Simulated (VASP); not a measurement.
A run of VASP 6.6.1 is set up as follows.

INCAR

```
PREC     = Accurate       # precision mode
ENCUT    = 520            # plane-wave cutoff, eV
EDIFF    = 1E-6           # SCF threshold, eV
ISMEAR   = 0              # smearing method
SIGMA    = 0.02           # smearing width, eV
LREAL    = Auto         
LASPH    = T              # aspherical terms in the spheres
NELM     = 60             # most SCF steps
ALGO     = Normal         # electronic algorithm
ISIF     = 2              # what is computed and relaxed
LWAVE    = F              # write WAVECAR
LCHARG   = F              # write CHGCAR
NBANDS   = 50             # bands
NELECT   = 72.0
```

File KPOINTS:

```
Automatic mesh
0
Gamma
  3 3 3
```

POSCAR

```
KSi16
1.0
    0.0000000000      5.4019422760     -5.4019422760
    5.4019422760      5.4019422760      0.0000000000
    5.4019422760      0.0000000000     -5.4019422760
Si K
16 1
Direct
    0.1312057708      0.1312065112      0.1312179886
    0.1311736527      0.6045924471      0.1312167853
    0.6045618100      0.1312022535      0.1312185440
    0.6250161197      0.6250033465      0.1231405235
    0.1311572697      0.1311911464      0.6046441878
    0.1231930047      0.6249965897      0.6250006623
    0.6250116768      0.1231497795      0.6249994590
    0.6249882593      0.6250125099      0.6250154717
    0.2563228982      0.7427877410      0.2563021649
    0.2495207152      0.2495503341      0.2496082763
    0.7427447009      0.7427913508      0.2563157711
    0.7427772818      0.2563141050      0.2563102176
    0.2562900396      0.7427891294      0.7428061603
    0.2563152158      0.2562948527      0.7428015323
    0.7495765029      0.7495333702      0.7495289274
    0.7427392399      0.2563088292      0.7428086594
   -0.0004776986     -0.0004510415     -0.0004119814
```

Potentials or basis: VASP PAW LDA potentials, release 64 (Si, K_sv).

The run is started by

```sh
$ cat potpaw_LDA.64/Si/POTCAR potpaw_LDA.64/K_sv/POTCAR > POTCAR
$ mpirun -np 1 vasp_std > vasp.out
```

(1) Estimate the largest force.

Answers

(1) 0.049 eV/Å.

Caveat: the cell carries a net charge on a neutralising background, which shifts energy and pressure.
